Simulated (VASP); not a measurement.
# Zn (Fm-3m) in VASP: further runs

The runs below take Zn through single point, relaxation of cell and atoms, with PBE, BLYP+D4.

All numbers are computed with VASP 6.6.1; they aren't measurements. Logs are shortened: lines on timing, memory, paths and dates and some standing lists are left out, and cuts for length are marked.

### Step 1. The cell of the first run

Symmetry: Fm-3m, No. 225, cubic system. Conventional cell: a = 3.930 Å, b = 3.930 Å, c = 3.930 Å, α = 90.00°, β = 90.00°, γ = 90.00°. Within 3.7 Å of Zn (site symmetry m-3m) lie 12 Zn at 2.78 Å.

### Step 2. Single point, PBE

INCAR reads:

```
SYSTEM = Zn
ALGO = Fast ; EDIFF = 1E-7
ENCUT = 520 ; GGA = PE
ISIF = 2 ; ISMEAR = 0
LASPH = .TRUE. ; LCHARG = .FALSE.
LREAL = .FALSE. ; LWAVE = .FALSE.
NBANDS = 12 ; NELM = 60
PREC = Accurate ; SIGMA = 0.015
```

KPOINTS reads:

```
k-points
0
G
  12 12 12
  0 0 0
```

POSCAR reads:

```
Zn
1.0
    0.0000000000      1.9647760000      1.9647760000
    1.9647760000      0.0000000000      1.9647760000
    1.9647760000      1.9647760000      0.0000000000
Zn
1
Direct
    0.0000000000      0.0000000000      0.0000000000
```

Potentials or basis: VASP PAW PBE potentials, release 64 (Zn).

The run is started by

```bash
> cat potpaw_PBE.64/Zn/POTCAR > POTCAR
> mpirun -np 1 vasp_std > vasp.out
```

OUTCAR:

```text
SYSTEM = Zn
   EDIFF = 1E-7
   ENCUT = 520
   GGA = PE
   ISIF = 2
   ISMEAR = 0
   LASPH = .TRUE.
   LREAL = .FALSE.
   NELM = 60
   PREC = Accurate

 ion  position               nearest neighbor table
   1  0.000  0.000  0.000-

  LATTYP: Found a face centered cubic cell.
 ALAT       =     3.9295520000

  Lattice vectors:

 A1 = (   0.0000000000,   1.9647760000,   1.9647760000)
 A2 = (   1.9647760000,   0.0000000000,   1.9647760000)
 A3 = (   1.9647760000,   1.9647760000,   0.0000000000)

Analysis of symmetry for initial positions (statically):
=====================================================================
 Subroutine PRICEL returns:
 Original cell was already a primitive cell.

 Routine SETGRP: Setting up the symmetry group for a
 face centered cubic supercell.

 Subroutine GETGRP returns: Found 48 space group operations
 (whereof 48 operations were pure point group operations)
 out of a pool of 48 trial point group operations.

The static configuration has the point symmetry O_h .

Analysis of symmetry for dynamics (positions and initial velocities):
=====================================================================
 Subroutine PRICEL returns:
 Original cell was already a primitive cell.

 Routine SETGRP: Setting up the symmetry group for a
 face centered cubic supercell.

 Subroutine GETGRP returns: Found 48 space group operations
 (whereof 48 operations were pure point group operations)
 out of a pool of 48 trial point group operations.

The dynamic configuration has the point symmetry O_h .

 Subroutine INISYM returns: Found 48 space group operations
 (whereof 48 operations are pure point group operations),
 and found     1 'primitive' translations

----------------------------------------------------------------------------------------

                                     Primitive cell

  volume of cell :      15.1694

  direct lattice vectors                    reciprocal lattice vectors
     0.000000000  1.964776000  1.964776000    -0.254481936  0.254481936  0.254481936
     1.964776000  0.000000000  1.964776000     0.254481936 -0.254481936  0.254481936
     1.964776000  1.964776000  0.000000000     0.254481936  0.254481936 -0.254481936

  length of vectors
     2.778612866  2.778612866  2.778612866     0.440775643  0.440775643  0.440775643

  position of ions in fractional coordinates (direct lattice)
     0.000000000  0.000000000  0.000000000

  ion indices of the primitive-cell ions
   primitive index   ion index
                 1           1

----------------------------------------------------------------------------------------

 KPOINTS: k-points

Automatic generation of k-mesh.
 Grid dimensions read from file:
 generate k-points for:   12   12   12

 Generating k-lattice:

  Cartesian coordinates                     Fractional coordinates (reciprocal lattice)
    -0.021206828  0.021206828  0.021206828     0.083333333  0.000000000  0.000000000
     0.021206828 -0.021206828  0.021206828     0.000000000  0.083333333  0.000000000
     0.021206828  0.021206828 -0.021206828     0.000000000  0.000000000  0.083333333

  Length of vectors
     0.036731304  0.036731304  0.036731304

  Shift w.r.t. Gamma in fractional coordinates (k-lattice)
     0.000000000  0.000000000  0.000000000

 Subroutine IBZKPT returns following result:
 ===========================================

 Found     72 irreducible k-points:

 Following reciprocal coordinates:
            Coordinates               Weight
  0.000000  0.000000  0.000000      1.000000
  0.083333  0.000000  0.000000      8.000000
  0.166667  0.000000  0.000000      8.000000
  0.250000  0.000000  0.000000      8.000000
  0.333333  0.000000  0.000000      8.000000
  0.416667  0.000000  0.000000      8.000000
[... 16 lines left out ...]
  0.500000  0.166667  0.000000     24.000000
 -0.416667  0.166667  0.000000     24.000000
 [... further k-points ...]
   k-points           NKPTS =     72   k-points in BZ     NKDIM =     72   number of bands    NBANDS=     12
   number of dos      NEDOS =    301   number of ions     NIONS =      1
   total plane-waves  NPLWV =  13824
   dimension x,y,z NGX =    24 NGY =   24 NGZ =   24
   dimension x,y,z NGXF=    48 NGYF=   48 NGZF=   48
   ions per type =               1
   NGX,Y,Z   is equivalent  to a cutoff of  14.36, 14.36, 14.36 a.u.
   NGXF,Y,Z  is equivalent  to a cutoff of  28.72, 28.72, 28.72 a.u.
 SYSTEM =  Zn
   PREC   = accura    normal or accurate (medium, high low for compatibility)
   ISTART =      0    job   : 0-new  1-cont  2-samecut
   ICHARG =      2    charge: 1-file 2-atom 10-const
   ISPIN  =      1    spin polarized calculation?
   LNONCOLLINEAR =      F non collinear calculations
   LSORBIT =      F    spin-orbit coupling
   LASPH  =      T    aspherical Exc in radial PAW
   ENCUT  =  520.0 eV  38.22 Ry    6.18 a.u.   5.17  5.17  5.17*2*pi/ulx,y,z
   NELM   =     60;   NELMIN=  2; NELMDL= -5     # of ELM steps
   EDIFF  = 0.1E-06   stopping-criterion for ELM
   LREAL  =      F    real-space projection
   EDIFFG = 0.1E-05   stopping-criterion for IOM
   NSW    =      0    number of steps for IOM
   IBRION =     -1    ionic relax: 0-MD 1-quasi-New 2-CG
   NFREE  =      0    steps in history (QN), initial steepest desc. (CG)
   ISIF   =      2    stress and relaxation
   ISYM   =      2    0-nonsym 1-usesym 2-fastsym
   POTIM  = 0.5000    time-step for ionic-motion
   TEBEG  =    0.0;   TEEND  =   0.0 temperature during run
   PSTRESS=    0.0 pullay stress
   NELECT =      12.0000    total number of electrons
   NUPDOWN=      -1.0000    fix difference up-down
   EMIN   =  10.00;   EMAX   =-10.00  energy-range for DOS
   EFERMI =   0.00;   METHOD = LEGACY
   ISMEAR =     0;   SIGMA  =   0.01  broadening in eV -4-tet -1-fermi 0-gaus
   EFERMI_NEDOS =   21; number of points for ismear=-14 and -15
   IALGO  =     68    algorithm
   IMIX   =      4    mixing-type and parameters
     AMIX     =   0.40;   BMIX     =  1.00
     AMIX_MAG =   1.60;   BMIX_MAG =  1.00
  volume/ion in A,a.u.               =      15.17       102.37
  Fermi-wavevector in a.u.,A,eV,Ry     =   1.514069  2.861175 31.190044  2.292404
  Thomas-Fermi vector in A             =   2.623775
   LORBIT       =      0    0 simple, 1 ext, 2 COOP (PROOUT), +10 PAW based schemes
   GGA     = PE    functional components
   LHFCALC =     F    Hartree Fock is set to
   AEXX    =    0.0000 exact exchange contribution
   IVDW    =     0    specifies the selected vdW correction
   LEPSILON=     F    determine dielectric tensor
   LRPA    =     F    only Hartree local field effects (RPA)
 non-spin polarized calculation
 RMM-DIIS sequential band-by-band and
 Gauss-broadening in eV      SIGMA  =   0.01
  energy-cutoff  :      520.00
  volume of cell :       15.17
 maximum number of plane-waves:       424
 NGX is ok and might be reduce to    24
   NGX = 11   NGY = 11   NGZ = 11

 number of electron      12.0000008 magnetization

 Free energy of the ion-electron system (eV)
  ---------------------------------------------------
  ext. energy  EPLUGINS =         0.00000000
  ---------------------------------------------------
  free energy    TOTEN  =        -1.07541464 eV

  energy without entropy =       -1.07526413  energy(sigma->0) =       -1.07533939

 E-fermi :   3.0648     XC(G=0): -11.5772

 val. band max:        3.0640599407   @ k =  -0.4167   0.0833   0.0000
 cond. band min:       3.0816433931   @ k =  -0.3333   0.3333   0.1667
 fundamental gap:      0.0175834523
 Fermi energy:         3.0647870946

 k-point     1 :       0.0000    0.0000    0.0000
  band No.  band energies     occupation
      1      -7.2707      2.00000
      2      -4.5396      2.00000
      3      -4.5396      2.00000
      4      -4.5396      2.00000
      5      -4.1603      2.00000
      6      -4.1603      2.00000
      7      21.3536      0.00000
      8      21.3536      0.00000
      9      21.3536      0.00000
     10      21.9759      0.00000
     11      24.1302      0.00000
     12      24.1302      0.00000

 k-point     2 :       0.0833    0.0000    0.0000
  band No.  band energies     occupation
      1      -7.0618      2.00000
      2      -4.5559      2.00000
      3      -4.5165      2.00000
      4      -4.5165      2.00000
      5      -4.1665      2.00000
      6      -4.1665      2.00000
      7      18.2741      0.00000
      8      20.7459      0.00000
      9      20.7459      0.00000
     10      21.7342      0.00000
     11      25.0923      0.00000
     12      25.0923      0.00000

 k-point     3 :       0.1667    0.0000    0.0000
  band No.  band energies     occupation
      1      -6.4613      2.00000
      2      -4.5713      2.00000
      3      -4.4705      2.00000
      4      -4.4705      2.00000
      5      -4.1650      2.00000
      6      -4.1650      2.00000
      7      14.2160      0.00000
      8      19.8239      0.00000
      9      19.8239      0.00000
     10      21.5221      0.00000
     11      26.7207      0.00000
     12      26.7833      0.00000
[... 286 lines left out ...]
 k-point    23 :       0.5000    0.1667    0.0000
  band No.  band energies     occupation
      1      -5.0611      2.00000
      2      -4.6253      2.00000
      3      -4.3850      2.00000
      4      -4.2493      2.00000
      5      -3.8675      2.00000
      6       0.0613      2.00000
      7       3.5547      0.00000
      8      13.3645      0.00000
      9      15.3607      0.00000
     10      17.9361      0.00000
     11      26.3365      0.00000
     12      27.1570      0.00000

 k-point    24 :      -0.4167    0.1667    0.0000
  band No.  band energies     occupation
      1      -5.0456      2.00000
      2      -4.6281      2.00000
      3      -4.4015      2.00000
      4      -4.1928      2.00000
      5      -3.9207      2.00000
      6       0.7917      2.00000
      7       2.7013      2.00000
      8      12.4712      0.00000
      9      16.1660      0.00000
     10      18.4928      0.00000
     11      25.5039      0.00000
     12      26.5935      0.00000

 [... further k-points ...]
[... 5 lines left out ...]
  --------------------------------------------------------------------------------------
  -------------------------------------------------------------------------------------
  Total        0.0175984      0.0175984      0.0175984      0.0000000      0.0000000      0.0000000
  in kB        1.8587212      1.8587212      1.8587212      0.0000000      0.0000000      0.0000000
  external PRESSURE =       1.8587212 kB  Pullay stress =       0.0000000 kB

 VOLUME and BASIS-vectors are now :
 -----------------------------------------------------------------------------
  energy-cutoff  :      520.00
  volume of cell :       15.17
      direct lattice vectors                 reciprocal lattice vectors
     0.000000000  1.964776000  1.964776000    -0.254481936  0.254481936  0.254481936
     1.964776000  0.000000000  1.964776000     0.254481936 -0.254481936  0.254481936
     1.964776000  1.964776000  0.000000000     0.254481936  0.254481936 -0.254481936

 POSITION                                       TOTAL-FORCE (eV/Angst)
 -----------------------------------------------------------------------------------
      0.00000      0.00000      0.00000         0.000000     -0.000000     -0.000000
 -----------------------------------------------------------------------------------
    total drift:                                0.000000      0.000000     -0.000000

  FREE ENERGIE OF THE ION-ELECTRON SYSTEM (eV)
  ---------------------------------------------------
  free  energy   TOTEN  =        -1.0754146436 eV

  energy  without entropy=       -1.0752641333  energy(sigma->0) =       -1.07533939
```

It took 11 s on 1 thread of Intel Xeon 8259CL, shared host; peak memory 0.14 GiB.

What came out:

* Free energy: -1.0754 eV
* Pressure: 0.2 GPa
* Band gap on the k mesh: zero (band 6 reaches 5.33 eV, above the bottom of band 7 at 1.70 eV)

### Step 3. Single point, PBE

INCAR reads:

```
SYSTEM = Zn
PREC = Accurate
ENCUT = 520
EDIFF = 1E-7
ISMEAR = 0
SIGMA = 0.016
LREAL = .FALSE.
LASPH = .TRUE.
NELM = 80
ALGO = Fast
ISIF = 2
LWAVE = .FALSE.
LCHARG = .TRUE.
GGA = PE
LELF = .TRUE.
LVHAR = .TRUE.
NBANDS = 12
```

KPOINTS reads:

```
regular mesh
0
G
  12 12 12
  0 0 0
```

POSCAR is that of step 2.

Potentials or basis: VASP PAW PBE potentials, release 64 (Zn).

The run is started by

```bash
> cat potpaw_PBE.64/Zn/POTCAR > POTCAR
> mpirun -np 1 vasp_std > vasp.out
```

Run time: 11 s. Hardware: 1 thread of Intel Xeon 8259CL, shared host; peak memory 0.14 GiB.

Results (log left out):

| Quantity | Value |
| --- | --- |
| Free energy | -1.0754 eV |
| Pressure | 0.2 GPa |
| Band gap on the k mesh | zero (band 6 reaches 5.33 eV, above the bottom of band 7 at 1.70 eV) |

Levels at points of the mesh, in eV from the Fermi level:
```csv
k point,band 2,band 3,band 4,band 5,band 6,band 7,band 8,band 9,band 10,band 11
"(0.00, 0.00, 0.00)",-7.60,-7.60,-7.60,-7.22,-7.22,18.29,18.29,18.29,18.91,21.07
"(0.50, 0.00, 0.00)",-7.61,-7.61,-6.94,-6.94,-2.88,-1.36,15.27,15.27,17.45,18.97
"(0.50, 0.50, 0.00)",-8.21,-6.96,-6.87,-6.87,-0.98,1.75,8.45,8.45,12.10,13.26
```

### Step 4. Single point, PBE

INCAR reads:

```
ALGO = Normal
EDIFF = 1E-6
ENCUT = 520
GGA = PE
ISIF = 2
ISMEAR = 0
LASPH = T
LCHARG = F
LREAL = F
LWAVE = F
NBANDS = 12
NELM = 100
PREC = Accurate
SIGMA = 0.017
```

KPOINTS reads:

```
k-points
0
Gamma
  12 12 12
```

POSCAR is that of step 3.

The run is started by

```bash
> cat potpaw_PBE.64/Zn/POTCAR > POTCAR
> mpirun -np 1 vasp_std > vasp.out
```

It took 8.3 s on 1 thread of Intel Xeon 8259CL, shared host; peak memory 0.14 GiB.

Results (log left out):

```
Free energy            : -1.0754 eV
Pressure               : 0.3 GPa
Band gap on the k mesh : zero (band 6 reaches 5.33 eV, above the bottom of band 7 at 1.70 eV)
```

Levels at points of the mesh, in eV from the Fermi level:
```tsv
k point	band 4	band 5	band 6	band 7	band 8	band 9
(0.00, 0.00, 0.00)	-7.60	-7.23	-7.23	18.29	18.29	18.29
(0.50, 0.00, 0.00)	-6.94	-6.94	-2.88	-1.36	15.27	15.27
(0.50, 0.50, 0.00)	-6.87	-6.87	-0.97	1.75	8.45	8.45
```

### Step 5. Relaxation of cell and atoms, BLYP+D4

INCAR reads:

```
SYSTEM = Zn
PREC = Accurate ; ENCUT = 600
EDIFF = 1E-7 ; ISMEAR = -1
SIGMA = 0.05 ; LREAL = .FALSE.
LASPH = .TRUE. ; NELM = 60
ALGO = Normal ; ISIF = 3
LWAVE = .FALSE. ; LCHARG = .FALSE.
GGA = B5 ; ALDAX = 1.0
AGGAX = 1.0 ; AGGAC = 1.0
ALDAC = 0.0 ; IVDW = 13
VDW_S6 = 1.0 ; VDW_S8 = 2.34076671
VDW_A1 = 0.44488865 ; VDW_A2 = 4.0933009
IBRION = 2 ; NSW = 60
EDIFFG = -0.01
```

KPOINTS reads:

```
Automatic mesh
0
G
  12 12 12
  0 0 0
```

POSCAR is that of step 4.

Potentials or basis: VASP PAW PBE potentials, release 64 (Zn).

The run is started by

```bash
> cat potpaw_PBE.64/Zn/POTCAR > POTCAR
> mpirun -np 1 vasp_std > vasp.out
```

OUTCAR:

```text
SYSTEM = Zn
   PREC = Accurate
   ENCUT = 600
   EDIFF = 1E-7
   ISMEAR = -1
   LREAL = .FALSE.
   LASPH = .TRUE.
   NELM = 60
   ISIF = 3
   GGA = B5
   IVDW = 13
   IBRION = 2
   NSW = 60
   EDIFFG = -0.01

 ion  position               nearest neighbor table
   1  0.000  0.000  0.000-

  LATTYP: Found a face centered cubic cell.
 ALAT       =     3.9295520000

  Lattice vectors:

 A1 = (   0.0000000000,   1.9647760000,   1.9647760000)
 A2 = (   1.9647760000,   0.0000000000,   1.9647760000)
[... 544 lines left out ...]

------------------------ aborting loop because EDIFF is reached ----------------------------------------

  DFT-D4 for vdW energy calculation

  Edisp (eV):   -0.61492

  FORCE on cell =-STRESS in cart. coord.  units (eV):
  Direction    XX          YY          ZZ          XY          YZ          ZX
  --------------------------------------------------------------------------------------
  -------------------------------------------------------------------------------------
  Total      -0.00197    -0.00197    -0.00197     0.00000    -0.00000     0.00000
  in kB      -0.20869    -0.20869    -0.20869     0.00000    -0.00000     0.00000
  external pressure =       -0.21 kB  Pullay stress =        0.00 kB

 VOLUME and BASIS-vectors are now :
 -----------------------------------------------------------------------------
  energy-cutoff  :      600.00
  volume of cell :       15.14
      direct lattice vectors                 reciprocal lattice vectors
     0.000000000  1.963615340  1.963615340    -0.254632356  0.254632356  0.254632356
     1.963615340 -0.000000000  1.963615340     0.254632356 -0.254632356  0.254632356
     1.963615340  1.963615340  0.000000000     0.254632356  0.254632356 -0.254632356

 POSITION                                       TOTAL-FORCE (eV/Angst)
 -----------------------------------------------------------------------------------
      0.00000      1.96362      1.96362         0.000000      0.000000      0.000000
 -----------------------------------------------------------------------------------
    total drift:                               -0.000000     -0.000000      0.000000

  FREE ENERGIE OF THE ION-ELECTRON SYSTEM (eV)
  ---------------------------------------------------
  free  energy   TOTEN  =        -0.9161605641 eV

  energy  without entropy=       -0.9126731868  energy(sigma->0) =       -0.91441688

 reached required accuracy - stopping structural energy minimisation
```

CONTCAR:

```text
Zn
   1.00000000000000
     0.0000000000000000    1.9636153404540462    1.9636153404540462
     1.9636153404540462   -0.0000000000000000    1.9636153404540462
     1.9636153404540462    1.9636153404540462    0.0000000000000000
  Zn
     1
Direct
     1.0000000000000000    0.0000000000000000    0.0000000000000000

  0.00000000E+00  0.00000000E+00  0.00000000E+00
```

Run time: 41 s. Hardware: 1 thread of AMD EPYC 7R13 (Zen 3), shared host; peak memory 0.12 GiB.

Results:

```
Free energy                            : -0.9162 eV
Relaxed volume                         : 15.14 Å³/atom
Relaxed cell                           : a = 2.777 Å, b = 2.777 Å, c = 2.777 Å, α = 60.00°, β = 60.00°, γ = 60.00°
Space group after relaxing (to 0.05 Å) : Fm-3m (No. 225)
Energy gained by relaxing              : 0.0 meV/atom
Ionic steps                            : 2
Pressure after relaxing                : 0.0 GPa
Band gap on the k mesh                 : zero (band 6 reaches 5.86 eV, above the bottom of band 7 at 2.07 eV)
Dispersion energy per atom             : -0.615 eV
```

Final structure:
```cif
data_structure
_symmetry_space_group_name_H-M 'P 1'
_symmetry_Int_Tables_number 1
_cell_length_a 2.7770
_cell_length_b 2.7770
_cell_length_c 2.7770
_cell_angle_alpha 60.000
_cell_angle_beta 60.000
_cell_angle_gamma 60.000
_cell_volume 15.14
loop_
_atom_site_label
_atom_site_type_symbol
_atom_site_fract_x
_atom_site_fract_y
_atom_site_fract_z
_atom_site_occupancy
Zn1 Zn 0.00000 0.00000 0.00000 1
```

Caveat: the PAW data sets were made with another functional, which shifts forces and pressure a little; pairwise dispersion overbinds metals, which lowers pressure and volume.

### Step 6. Overview

```tsv
task	level	cell	cutoff (eV)	smearing	gap on the mesh (eV)	pressure (GPa)
single point	PBE	as given	520	gaussian 0.015 eV	none	0.2
single point	PBE	as given	520	gaussian 0.016 eV	none	0.2
single point	PBE	as given	520	gaussian 0.017 eV	none	0.3
relaxation of cell and atoms	BLYP+D4	relaxed	600	fermi-dirac 0.05 eV	none	0.0
```

Alike in all rows: potentials or basis VASP PAW PBE potentials, release 64 (Zn); no spin polarisation; k mesh 12 × 12 × 12.

Every run on the cell as given and a fine mesh finds a metal.

Caveats: the PAW data sets were made with another functional, which shifts forces and pressure a little (some runs); pairwise dispersion overbinds metals, which lowers pressure and volume (some runs).

Absolute energies hang on the potentials; compare differences alone.
